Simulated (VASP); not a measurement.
Here is a VASP 6.6.1 calculation.

INCAR

```
PREC = Accurate
ENCUT = 520
EDIFF = 1E-6
ISMEAR = -1
SIGMA = 0.05
LREAL = F
LASPH = T
NELM = 60
ALGO = Normal
ISIF = 2
LWAVE = F
LCHARG = T
GGA = CA
LELF = T
LVHAR = T
NBANDS = 21
```

Contents of KPOINTS:

```
Automatic mesh
0
Gamma
  15 15 15
```

Contents of POSCAR:

```
Sn
1.0
   -2.8962799473      2.8962799473      1.5799741750
    2.8962799473     -2.8962799473      1.5799741750
    2.8962799473      2.8962799473     -1.5799741750
Sn
2
Direct
    0.0000000000      0.0000000000      0.0000000000
    0.7500000000      0.2500000000      0.5000000000
```

Potentials or basis: VASP PAW LDA potentials, release 64 (Sn_d).

Command:

```sh
$ cat potpaw_LDA.64/Sn_d/POTCAR > POTCAR
$ mpirun -np 1 vasp_std > vasp.out
```

(1) What does it give for the pressure?

(2) What does it give for the band gap on the k mesh?

## Answers

(1) -0.7 GPa.

(2) zero (bands 14 and 15 overlap by 4.38 eV).

Caveat: spin-orbit coupling is left out, which moves the levels of the heavy elements.
